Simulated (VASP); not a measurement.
BAs:

```
B As
1.0
     0.00000    2.34403    2.34403
     2.34403    0.00000    2.34403
     2.34403    2.34403    0.00000
B As
1 1
Direct
  0.00000 0.00000 0.00000
  0.25000 0.25000 0.25000
```

This cell differs from its parent crystal: strain -2.0%.

Base run:

```yaml
Program: VASP 6.6.1
Functional: r2SCAN
Potentials_or_basis: VASP PAW PBE potentials, release 64 (B, As)
Cutoff: 520 eV
k_mesh: 10 × 10 × 10
Occupations: gaussian, width 0.01 eV
Spin: no spin polarisation
```

Its results: band gap on the k mesh 1.31 eV, indirect (least direct gap 3.51 eV); pressure 10.1 GPa.

Question: The run is repeated on the same cell with these changes: functional from r2SCAN to PBE; occupations from gaussian, width 0.01 eV to fermi-dirac, width 0.02 eV. What comes out?

Answer: Band gap on the k mesh 1.12 eV, indirect (least direct gap 3.35 eV); pressure 12.6 GPa.

Caveats: the PAW data sets were made with another functional, which shifts forces and pressure a little (some runs).

A k mesh can miss the band edges.
